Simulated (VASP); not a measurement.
Input of a VASP 6.6.1 run:

Contents of INCAR:

```
SYSTEM = TiTe2
  ALGO = Normal
  EDIFF = 1E-6
  ENCUT = 520
  GGA = PE
  ISIF = 2
  ISMEAR = -1
  LASPH = .True.
  LCHARG = .True.
  LELF = .True.
  LREAL = .False.
  LVHAR = .True.
  LWAVE = .False.
  NBANDS = 19
  NELM = 60
  PREC = Accurate
  SIGMA = 0.05
```

File KPOINTS:

```
k-points
0
Gamma
  8 8 4
  0 0 0
```

Contents of POSCAR:

```
TiTe2
1.0
    3.3558882111      0.0000000000      0.0000000000
   -1.6779441056      2.9062844431      0.0000000000
    0.0000000000      0.0000000000      5.9115229787
Te Ti
2 1
Direct
    0.3333333333      0.6666666667      0.7040084225
    0.6666666667      0.3333333333      0.2959915775
    0.0000000000      0.0000000000      0.0000000000
```

Potentials or basis: VASP PAW PBE potentials, release 64 (Te, Ti_sv).

The run is started by

```sh
$ cat potpaw_PBE.64/Te/POTCAR potpaw_PBE.64/Ti_sv/POTCAR > POTCAR
$ mpirun -np 1 vasp_std > vasp.out
```

Q: What does it give for the pressure?

A: 29.9 GPa.

Q: Estimate the band gap on the k mesh.

A: Zero (band 12 reaches 12.28 eV, above the bottom of band 13 at 11.25 eV).

Forces in eV/Å, atoms in the order of the input:
```
Te   0.000  0.000 -0.007
Te   0.000  0.000  0.007
Ti   0.000  0.000  0.000
```

Caveat: spin-orbit coupling is left out, which moves the levels of the heavy elements.
